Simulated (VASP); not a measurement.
Wanted: the native input for a VASP 6.6.1 run.

| Property | Result |
| --- | --- |
| Task | single point |
| Functional | PBE |
| Dispersion | D3(BJ) |
| Potentials or basis | VASP PAW PBE potentials, release 64 (C) |
| Cutoff | 520 eV |
| k mesh | 7 × 11 × 3 |
| Occupations | gaussian, width 0.05 eV |
| Spin | no spin polarisation |
| Dipole correction | no |
| Further INCAR settings | ALGO = Normal; EDIFF = 1e-06; NBANDS = 31 |

The structure of C lies in POSCAR:

```
C
1.0
    0.0000000000      1.4231463890     -3.3609366400
   -2.4649618524      0.0000000000      0.0000000000
    0.4108269754     12.2250815633      1.9781396203
C
10
Direct
    0.1169984107      1.5180224129      0.7081344776
    0.7322609350      0.4090750746      0.0544504475
    0.8284453039      0.9363119092      0.2178714550
   -0.0753703271      0.4635487438      0.3812924625
    0.0208140418      0.9907855783      0.5447134701
    0.7639234340      0.9181617600      0.1089705600
   -0.1398921971      0.4453985946      0.2723915676
   -0.0437078281      0.9726354292      0.4358125751
    0.0524765408      0.4998722638      0.5992335826
    0.1486609097      1.0271090984      0.7626545901
```

These files were run (other wordings do the same):

INCAR

```
SYSTEM = C
  PREC = Accurate
  ENCUT = 520
  EDIFF = 1E-6
  ISMEAR = 0
  SIGMA = 0.05
  LREAL = .False.
  LASPH = .True.
  NELM = 80
  ALGO = Normal
  ISIF = 2
  LWAVE = .False.
  LCHARG = .True.
  GGA = PE
  IVDW = 12
  LELF = .True.
  LVHAR = .True.
  NBANDS = 31
```

KPOINTS

```
regular mesh
0
Gamma
  7 11 3
  0 0 0
```

Potentials or basis: VASP PAW PBE potentials, release 64 (C).

Run with:

```bash
$ cat potpaw_PBE.64/C/POTCAR > POTCAR
$ mpirun -np 1 vasp_std > vasp.out
```

It gave:

```yaml
Pressure: -1.0 GPa
Largest_force: 2.345 eV/Å
Band_gap_on_the_k_mesh: 0.05 eV, indirect (least direct gap 0.10 eV)
Dispersion_energy_per_atom: -0.138 eV
```

Caveat: forces of over 1 eV/Å act on the atoms, so gaps and moduli don't describe the material at rest.

Run time: 9.8 min on 1 thread of Oxide Virtual Turin-like Processor, on a shared host, peak memory 0.35 GiB.
